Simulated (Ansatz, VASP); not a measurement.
Two plane-wave programs on NaYTi2Cl6

```
Ti Y Cl Na
1.0
     0.00000    5.01332    5.01332
     5.01332    0.00000    5.01332
     5.01332    5.01332    0.00000
Ti Y Cl Na
2 1 6 1
Direct
  0.25000 0.25000 0.25000
  0.75000 0.75000 0.75000
  0.00000 0.00000 0.00000
  0.75610 0.24390 0.24390
  0.24390 0.75610 0.24390
  0.24390 0.75610 0.75610
  0.75610 0.24390 0.75610
  0.24390 0.24390 0.75610
  0.75610 0.75610 0.24390
  0.50000 0.50000 0.50000
```

Alike in both runs: task single point; functional PBE; k mesh 6 × 6 × 6; no spin polarisation.

|  | VASP | Ansatz |
| --- | --- | --- |
| version | VASP 6.6.1 | Ansatz 0.2.0 |
| potentials or method | VASP PAW PBE potentials, release 64 (Ti_sv, Y_sv, Cl, Na_pv), cutoff 520 eV | PAW plane waves |
| occupations | fermi-dirac, width 0.1 eV | fermi-dirac |
| valence electrons in the cell | 84 | 86 |

VASP gave:

- pressure (GPa): 5.7
- rms of the force components (eV/Å): 0.711

Problem. Which values does Ansatz return?

Solution. Pressure (GPa): 5.8; rms of the force components (eV/Å): 0.721.

Atom by atom the forces differ by 0.010 eV/Å (rms over components). VASP's potentials hold 84 valence electrons a cell and Ansatz's 86, so a difference there can come from the potentials and not from the codes.
